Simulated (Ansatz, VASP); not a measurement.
## Pt in VASP and in Ansatz

```
Pt
1.0
     2.75387    0.00000    0.00000
     0.00000    3.89456    0.00000
     0.00000    0.00000   21.50770
Pt
5
Direct
  0.00000 0.00000 0.37820
  0.50000 0.50000 0.43206
  0.00000 0.00000 0.50000
  0.50000 0.50000 0.56794
  0.00000 0.00000 0.62180
```

Alike in both runs: functional LDA; k mesh 12 × 9 × 1; occupations fermi-dirac, width 0.08 eV; no spin polarisation.

Ansatz relaxed the structure, and its values are those at the end. VASP's run is a single point on that final structure, the one shown.

|  | VASP | Ansatz |
| --- | --- | --- |
| version | VASP 6.6.1 | Ansatz 0.2.0 |
| potentials or method | VASP PAW LDA potentials, release 64 (Pt) | PAW with Ansatz's default frozen-core files, scalar-relativistic |
| plane-wave cutoff (eV) | 520 | 420 |
| valence electrons in the cell | 50 | 90 |

```csv
,VASP,Ansatz,Ansatz less VASP
rms of the force components (eV/Å),0.019,0.003,-0.0157
```

LDA's correlation is that of Perdew and Zunger in VASP and of Perdew and Wang (1992) in Ansatz. VASP's potentials hold 50 valence electrons a cell and Ansatz's 90, so a difference there can come from the potentials and not from the codes. Ansatz's warnings: stress scf threshold loose.

Neither program's run includes spin-orbit coupling.
